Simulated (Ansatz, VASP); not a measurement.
**Two plane-wave programs on SiC**

```
Si C
1.0
     0.00000    2.17400    2.17400
     2.17400    0.00000    2.17400
     2.17400    2.17400    0.00000
Si C
1 1
Cartesian
  0.0000 0.3536 0.3536
  3.2610 3.2610 3.2610
```

Change from the starting cell: all Si atoms moved -0.500 Å, as atom 1 towards its neighbour atom 1 (Si) at 3.075 Å.

Alike in both runs: task single point; functional LDA; k mesh 12 × 12 × 12; occupations gaussian, width 0.05 eV; no spin polarisation.

|  | VASP | Ansatz |
| --- | --- | --- |
| version | VASP 6.6.1 | Ansatz 0.2.0 |
| potentials or method | VASP PAW LDA potentials, release 64 (Si, C), cutoff 520 eV | scalar-relativistic, plane waves, PAW |
| valence electrons in the cell | 8 | 8 |

```csv
,VASP,Ansatz,Ansatz less VASP
gap on the k mesh at the Fermi level (eV),none,none,-
rms of the force components (eV/Å),8.556,8.588,+0.0326
```

LDA's correlation is that of Perdew and Zunger in VASP and of Perdew and Wang (1992) in Ansatz. Atom by atom the forces differ by 0.034 eV/Å (rms over components). A gap of «none» marks a metal or a gap that the smearing closes.
